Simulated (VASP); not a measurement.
Set up this calculation in VASP 6.6.1, as the native input.

```yaml
Task: single point
Functional: PBE
Potentials_or_basis: VASP PAW PBE potentials, release 64 (Sn_d, Se)
Cutoff: 520 eV
k_mesh: 12 × 12 × 4
Occupations: gaussian, width 0.05 eV
Spin: no spin polarisation
Dipole_correction: no
Further_INCAR_settings: ALGO = Normal; EDIFF = 1e-07; NBANDS = 20
```

The structure of SnSe2 lies in POSCAR:

```
SnSe2
1.0
    4.1040516262      0.0000000000      0.0000000000
   -2.0520258131      3.5542129667      0.0000000000
    0.0000000000      0.0000000000      6.9880221146
Sn Se
1 2
Direct
    0.0000000000      0.0000000000      0.0000000000
    0.3333333333      0.6666666667      0.2281493097
    0.6666666667      0.3333333333      0.7718506903
```

This cell differs from its parent crystal: strain +0.0600 x Voigt [1, 1, 0, 0, 0, 0].

One way to write it, as run:

INCAR

```
SYSTEM = SnSe2
PREC = Accurate ; ENCUT = 520
EDIFF = 1E-7 ; ISMEAR = 0
SIGMA = 0.05 ; LREAL = .FALSE.
LASPH = .TRUE. ; NELM = 100
ALGO = Normal ; ISIF = 2
LWAVE = .FALSE. ; LCHARG = .TRUE.
GGA = PE ; LELF = .TRUE.
LVHAR = .TRUE. ; NBANDS = 20
```

KPOINTS

```
Automatic mesh
0
G
  12 12 4
  0 0 0
```

Potentials or basis: VASP PAW PBE potentials, release 64 (Sn_d, Se).

Launch:

```console
$ cat potpaw_PBE.64/Sn_d/POTCAR potpaw_PBE.64/Se/POTCAR > POTCAR
$ mpirun -np 1 vasp_std > vasp.out
```

Results of the run:

```
Pressure               : -4.6 GPa
Largest force          : 0.496 eV/Å
Band gap on the k mesh : 0.59 eV (least direct gap 0.66 eV)
```

Caveat: the cell differs from its parent crystal (strain +0.0600 x Voigt [1, 1, 0, 0, 0, 0]); the cell stands under tension; semilocal functionals underestimate gaps, and a narrow one can read as zero; spin-orbit coupling is left out, which moves the levels of the heavy elements; this functional lacks dispersion, which binds layers or chains, so the pressure and a relaxed spacing across them are unreliable.

Wall time 48 s on 1 thread of Intel(R) Xeon(R) 6975P-C (Granite Rapids), on a shared host, peak memory 0.3 GiB.
